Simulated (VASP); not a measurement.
# Te2Mo in VASP: notebook, part 2 of 2

VASP 6.6.1.

## (4) Single point, PBEsol (biaxial strain in the a-b plane: +4.5 %, then relaxed in part)

Contents of INCAR:

```
SYSTEM = Te2Mo
PREC = Accurate
ENCUT = 520
EDIFF = 1E-7
ISMEAR = 0
SIGMA = 0.02
LREAL = .False.
LASPH = .True.
NELM = 80
ALGO = Normal
ISIF = 2
LWAVE = .False.
LCHARG = .False.
GGA = PS
NBANDS = 20
```

Contents of KPOINTS:

```
regular mesh
0
Gamma
  12 12 2
  0 0 0
```

Contents of POSCAR:

```
Te2Mo
1.0
    3.6481734146      0.0000000000      0.0000000000
   -1.8240867073      3.1594108545      0.0000000000
    0.0000000000      0.0000000000     17.0526711373
Te Mo
2 1
Direct
    0.3333333333      0.6666666667      0.8975850769
    0.3333333333      0.6666666667      0.1024149231
    0.0000000000      0.0000000000      0.0000000000
```

Potentials or basis: VASP PAW PBE potentials, release 64 (Te, Mo_sv).

Launch:

```
cat potpaw_PBE.64/Te/POTCAR potpaw_PBE.64/Mo_sv/POTCAR > POTCAR
mpirun -np 1 vasp_std > vasp.out
```

OUTCAR:

```text
SYSTEM = Te2Mo
   PREC = Accurate
   ENCUT = 520
   EDIFF = 1E-7
   ISMEAR = 0
   LREAL = .False.
   LASPH = .True.
   NELM = 80
   ISIF = 2
   GGA = PS

 ion  position               nearest neighbor table
   1  0.333  0.667  0.898-   3 2.74   3 2.74   3 2.74   2 3.49
   2  0.333  0.667  0.102-   3 2.74   3 2.74   3 2.74   1 3.49
   3  0.000  0.000  0.000-   1 2.74   2 2.74   1 2.74   2 2.74   1 2.74   2 2.74

  LATTYP: Found a hexagonal cell.
 ALAT       =     3.6481734146
 C/A-ratio  =     4.6743038774

  Lattice vectors:

 A1 = (   3.6481734146,   0.0000000000,   0.0000000000)
 A2 = (  -1.8240867073,   3.1594108545,   0.0000000000)
 A3 = (   0.0000000000,   0.0000000000,  17.0526711373)

Analysis of symmetry for initial positions (statically):
=====================================================================
 Subroutine PRICEL returns:
 Original cell was already a primitive cell.

 Routine SETGRP: Setting up the symmetry group for a
 hexagonal supercell.

 Subroutine GETGRP returns: Found 12 space group operations
 (whereof 12 operations were pure point group operations)
 out of a pool of 24 trial point group operations.

The static configuration has the point symmetry D_3h.

Analysis of symmetry for dynamics (positions and initial velocities):
=====================================================================
 Subroutine PRICEL returns:
 Original cell was already a primitive cell.

 Routine SETGRP: Setting up the symmetry group for a
 hexagonal supercell.

 Subroutine GETGRP returns: Found 12 space group operations
 (whereof 12 operations were pure point group operations)
 out of a pool of 24 trial point group operations.

The dynamic configuration has the point symmetry D_3h.

 Subroutine INISYM returns: Found 12 space group operations
 (whereof 12 operations are pure point group operations),
 and found     1 'primitive' translations

----------------------------------------------------------------------------------------

[... 113 lines left out ...]
     AMIX     =   0.40;   BMIX     =  1.00
     AMIX_MAG =   1.60;   BMIX_MAG =  1.00
  volume/ion in A,a.u.               =      65.52       442.13
  Fermi-wavevector in a.u.,A,eV,Ry     =   0.834144  1.576305  9.466893  0.695797
  Thomas-Fermi vector in A             =   1.947487
   LORBIT       =      0    0 simple, 1 ext, 2 COOP (PROOUT), +10 PAW based schemes
   GGA     = PS    functional components
   LHFCALC =     F    Hartree Fock is set to
   AEXX    =    0.0000 exact exchange contribution
   IVDW    =     0    specifies the selected vdW correction
   LEPSILON=     F    determine dielectric tensor
   LRPA    =     F    only Hartree local field effects (RPA)
 non-spin polarized calculation
 Gauss-broadening in eV      SIGMA  =   0.02
  energy-cutoff  :      520.00
  volume of cell :      196.55
 maximum number of plane-waves:      5331
 NGX is ok and might be reduce to    28

 number of electron      26.0000005 magnetization

 Free energy of the ion-electron system (eV)
  ---------------------------------------------------
  ext. energy  EPLUGINS =         0.00000000
  ---------------------------------------------------
  free energy    TOTEN  =       -19.47991892 eV

  energy without entropy =      -19.47991892  energy(sigma->0) =      -19.47991892

 E-fermi :   0.0380     XC(G=0):  -4.7411

 val. band max:       -0.2237227184   @ k =   0.3333   0.3333   0.5000
 cond. band min:       0.6302785620   @ k =   0.3333   0.3333   0.5000
 fundamental gap:      0.8540012804
 Fermi energy:         0.0379739265

 k-point     1 :       0.0000    0.0000    0.0000
  band No.  band energies     occupation
      1     -60.7898      2.00000
      2     -34.9148      2.00000
      3     -34.8885      2.00000
      4     -34.8885      2.00000
      5     -12.5288      2.00000
      6     -11.4448      2.00000
[... 541 lines left out ...]
     19       5.8490      0.00000
     20       5.9489      0.00000

 [... further k-points ...]

------------------------ aborting loop because EDIFF is reached ----------------------------------------

  FORCE on cell =-STRESS in cart. coord.  units (eV):
  Direction    XX          YY          ZZ          XY          YZ          ZX
  --------------------------------------------------------------------------------------
  -------------------------------------------------------------------------------------
  Total       -2.9810774     -2.9810774      0.0958164      0.0000000      0.0000000     -0.0000000
  in kB      -24.3001998    -24.3001998      0.7810457      0.0000000      0.0000000     -0.0000000
  external PRESSURE =     -15.9397846 kB  Pullay stress =       0.0000000 kB

 VOLUME and BASIS-vectors are now :
 -----------------------------------------------------------------------------
  energy-cutoff  :      520.00
  volume of cell :      196.55
      direct lattice vectors                 reciprocal lattice vectors
     3.648173415  0.000000000  0.000000000     0.274109777  0.158257353  0.000000000
    -1.824086707  3.159410854  0.000000000     0.000000000  0.316514707  0.000000000
     0.000000000  0.000000000 17.052671137     0.000000000  0.000000000  0.058641839

 POSITION                                       TOTAL-FORCE (eV/Angst)
 -----------------------------------------------------------------------------------
     -0.00000      2.10627     15.30622        -0.000000     -0.000000     -0.030503
     -0.00000      2.10627      1.74645         0.000000     -0.000000      0.030503
      0.00000      0.00000      0.00000         0.000000      0.000000      0.000000
 -----------------------------------------------------------------------------------
    total drift:                                0.000000     -0.000000     -0.000000

  FREE ENERGIE OF THE ION-ELECTRON SYSTEM (eV)
  ---------------------------------------------------
  free  energy   TOTEN  =       -19.4799189176 eV

  energy  without entropy=      -19.4799189176  energy(sigma->0) =      -19.47991892
```

OSZICAR:

```text
N       E                     dE             d eps       ncg     rms          rms(c)
DAV:   1     0.134581456179E+03    0.13458E+03   -0.11403E+04  1960   0.103E+03
DAV:   2    -0.113490110640E+02   -0.14593E+03   -0.14209E+03  2040   0.224E+02
DAV:   3    -0.200845621689E+02   -0.87356E+01   -0.86395E+01  2076   0.451E+01
[... 14 lines left out ...]
DAV:  18    -0.194799072503E+02   -0.43072E-04   -0.11009E-06  1696   0.329E-03    0.294E-03
DAV:  19    -0.194799160558E+02   -0.88055E-05   -0.26638E-07  1596   0.140E-03    0.679E-04
DAV:  20    -0.194799185969E+02   -0.25411E-05   -0.82505E-08  1316   0.701E-04    0.855E-04
DAV:  21    -0.194799188613E+02   -0.26443E-06   -0.12632E-08  1368   0.549E-04    0.251E-04
DAV:  22    -0.194799189176E+02   -0.56350E-07   -0.18688E-09  1100   0.160E-04
   1 F= -.19479919E+02 E0= -.19479919E+02  d E =-.686722E-78
```

stdout:

```text
POSCAR found type information on POSCAR TeMo
 POSCAR found :  2 types and       3 ions
 scaLAPACK will be used
 -----------------------------------------------------------------------------
|                                                                             |
|                                                                             |
|     You enforced a specific xc type in the INCAR file but a different       |
|     I HOPE YOU KNOW WHAT YOU ARE DOING!                                     |
|                                                                             |
 -----------------------------------------------------------------------------

 LDA part: xc-table for (Slater+PW92), standard interpolation
 POSCAR, INCAR and KPOINTS ok, starting setup
 FFT: planning ... GRIDC
 FFT: planning ... GRID_SOFT
 FFT: planning ... GRID
 WAVECAR not read
 entering main loop
```

Wall time 7 min (1 thread of Intel Xeon 8259CL, shared host); peak memory 0.39 GiB.

Results:

- Free energy: -19.4799 eV
- Largest force: 0.031 eV/Å
- Band gap on the k mesh: 0.85 eV

Forces on the atoms (eV/Å):
```
Te   0.000  0.000 -0.031
Te   0.000  0.000  0.031
Mo   0.000  0.000  0.000
```

Levels at points of the mesh, in eV from the valence-band top:
```tsv
k point	band 11	band 12	band 13	band 14	band 15	band 16
(0.00, 0.00, 0.00)	-0.99	-0.99	-0.07	2.91	2.91	3.23
(0.50, 0.00, 0.00)	-1.25	-0.59	-0.52	1.26	1.60	3.34
(0.00, 0.00, 0.50)	-0.99	-0.99	-0.07	2.91	2.91	3.23
(0.50, 0.00, 0.50)	-1.25	-0.59	-0.52	1.26	1.60	3.34
```

Caveat: the cell differs from its parent crystal (biaxial strain in the a-b plane: +4.5 %, then relaxed in part); the PAW data sets were made with another functional, which shifts forces and pressure a little; spin-orbit coupling is left out, which moves the levels of the heavy elements.

## (5) Summary

| cell | gap on the mesh (eV) | largest force (eV/Å) |
| --- | --- | --- |
| a = 3.596, b = 3.596, c = 17.210 Å, angles 90.0, 90.0, 120.0°, 3 atoms | 0.96 | 0.03 |
| a = 3.596, b = 3.596, c = 17.211 Å, angles 90.0, 90.0, 120.0°, 3 atoms | 0.96 | 0.01 |
| a = 3.648, b = 3.648, c = 17.053 Å, angles 90.0, 90.0, 120.0°, 3 atoms | 0.85 | 0.03 |

Some of these runs hold the atoms at other places in the same cell, which the table doesn't show; runs alike in all that it shows share one row.

Alike in all rows: task single point; level PBEsol; potentials or basis VASP PAW PBE potentials, release 64 (Te, Mo_sv); no spin polarisation; k mesh 12 × 12 × 2; cutoff (eV) 520; smearing gaussian 0.02 eV.

Caveats: the PAW data sets were made with another functional, which shifts forces and pressure a little; spin-orbit coupling is left out, which moves the levels of the heavy elements.

Absolute energies hang on the potentials; compare differences alone.
